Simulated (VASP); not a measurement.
Input of a VASP 6.6.1 run:

The input INCAR:

```
SYSTEM = CaS
ALGO     = Normal         ! electronic algorithm
EDIFF    = 1E-7           ! SCF threshold, eV
EDIFFG   = -0.002         ! ionic threshold
ENCUT    = 500            ! plane-wave cutoff, eV
GGA      = PS             ! functional
GGA_COMPAT= .FALSE.      
IBRION   = 2              ! ionic algorithm
ISIF     = 3              ! what is computed and relaxed
ISMEAR   = 0              ! smearing method
LASPH    = .TRUE.         ! aspherical terms in the spheres
LCHARG   = .FALSE.        ! write CHGCAR
LREAL    = .FALSE.        ! projectors in reciprocal space
LWAVE    = .FALSE.        ! write WAVECAR
NELM     = 120            ! most SCF steps
NELMIN   = 4            
NSW      = 100            ! ionic steps
PREC     = Accurate       ! precision mode
PSTRESS  = 20.0         
SIGMA    = 0.01           ! smearing width, eV
```

The input KPOINTS:

```
k-points
0
G
  8 8 8
  0 0 0
```

File POSCAR:

```
CaS
1.0
    0.0000000000      2.8171705071      2.8171705071
    2.8171705071      0.0000000000      2.8171705071
    2.8171705071      2.8171705071      0.0000000000
Ca S
1 1
Direct
    0.0000000000      0.0000000000      0.0000000000
    0.5000000000      0.5000000000      0.5000000000
```

Potentials or basis: VASP PAW PBE potentials, release 64 (Ca_sv, S).

Run with:

```sh
$ cat potpaw_PBE.64/Ca_sv/POTCAR potpaw_PBE.64/S/POTCAR > POTCAR
$ mpirun -np 1 vasp_std > vasp.out
```

Question: Predict the band gap on the k mesh.

Answer: 2.08 eV, indirect (least direct gap 2.94 eV).

Question: What does it give for the space group after relaxing (to 0.05 Å)?

Answer: Fm-3m (No. 225).

Question: Predict the relaxed volume.

Answer: 21.74 Å³/atom.

Question: Predict the relaxed cell.

Answer: a = 3.947 Å, b = 3.947 Å, c = 3.947 Å, α = 60.00°, β = 60.00°, γ = 60.00°.

The path:
```
step  energy change (eV)  largest force (eV/Å)  pressure (GPa)  volume (Å³)
   1              0.0000                0.0000            0.15        44.72
   2              0.0142                0.0000            2.68        43.07
   3              0.0081                0.0000            2.00        43.48
```

Caveat: the cell is relaxed towards a set pressure, so the enthalpy falls and the energy may rise; the PAW data sets were made with another functional, which shifts forces and pressure a little. A k mesh can miss the band edges.
